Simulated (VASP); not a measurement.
K: single point with PBE

The system is K.

```
K
1.0
    -2.93875    2.93875    2.07770
     2.93875   -2.93875    2.07770
     2.93875    2.93875   -2.07770
K
1
Direct
  0.00000 0.00000 0.00000
```

This cell differs from its parent crystal: ratio of the length along z to the lengths across it x 0.707, volume and fractional coordinates fixed.

| Quantity | Value |
| --- | --- |
| Program | VASP 6.6.1 |
| Task | single point |
| Functional | PBE |
| Potentials or basis | VASP PAW PBE potentials, release 64 (K_sv) |
| Cutoff | 520 eV |
| k mesh | 14 × 14 × 14 |
| Occupations | gaussian, width 0.15 eV |
| Spin | no spin polarisation |

| Quantity | Value |
| --- | --- |
| Pressure | 0.2 GPa |

Stress tensor (GPa, compression positive):
```
-0.19  0.00  0.00
 0.00 -0.19  0.00
 0.00  0.00  1.01
```

Levels at points of the mesh, in eV from the Fermi level:
| k point | band 1 | band 2 | band 3 | band 4 | band 5 | band 6 | band 7 | band 8 | band 9 |
| --- | --- | --- | --- | --- | --- | --- | --- | --- | --- |
| (0.00, 0.00, 0.00) | -32.19 | -15.63 | -15.63 | -15.62 | -2.20 | 3.21 | 3.97 | 5.31 | 5.31 |
| (0.50, 0.00, 0.00) | -32.18 | -15.75 | -15.65 | -15.64 | 0.81 | 1.21 | 2.67 | 4.83 | 5.59 |
| (0.50, 0.50, 0.00) | -32.18 | -15.70 | -15.63 | -15.63 | -0.08 | 0.18 | 4.01 | 4.84 | 4.92 |
| (0.50, 0.50, 0.50) | -32.18 | -15.69 | -15.69 | -15.64 | 1.17 | 1.78 | 2.33 | 2.33 | 5.92 |

Wall time 54 s on 1 thread of Intel(R) Xeon(R) 6975P-C (Granite Rapids), on a shared host, peak memory 0.31 GiB.
